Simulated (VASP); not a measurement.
Runs of VASP 6.6.1 on W. The structure is that of space group I4/mmm (No. 139), or close to it. The cells are those of the table. 

```csv
cell,further INCAR settings,gap on the mesh (eV),pressure (GPa)
"a = 2.771 Å, angles 107.3, 107.3, 113.9°, 1 atom",ALGO = Fast; EDIFF = 1e-06; NBANDS = 13,none,-9.8
"a = 2.772 Å, angles 112.1, 112.1, 104.2°, 1 atom",ALGO = Fast; EDIFF = 1e-06; NBANDS = 13,none,-9.6
"a = 2.788 Å, angles 114.7, 114.7, 99.4°, 1 atom",ALGO = Fast; EDIFF = 1e-06; NBANDS = 13,none,(b)
"a = 2.782 Å, angles 105.4, 105.4, 118.0°, 1 atom",ALGO = Fast; EDIFF = 1e-06; NBANDS = 13,none,-6.7
"a = 2.811 Å, angles 117.3, 117.3, 94.8°, 1 atom",ALGO = Fast; EDIFF = 1e-07; NBANDS = 13,none,(a)
```

Alike in all rows: task single point; level PBEsol; potentials or basis VASP PAW PBE potentials, release 64 (W_sv); no spin polarisation; k mesh 24 × 24 × 24; cutoff (eV) 520; smearing gaussian 0.15 eV.

Task: Fill in the values left out.

Result: (a) -5.7; (b) -7.2.

Caveats: the cell stands under tension; the PAW data sets were made with another functional, which shifts forces and pressure a little; spin-orbit coupling is left out, which moves the levels of the heavy elements.

A k mesh can miss the band edges, and the runs leave out spin-orbit coupling on W.

A gap of «none» marks levels without a gap at the run's occupations.
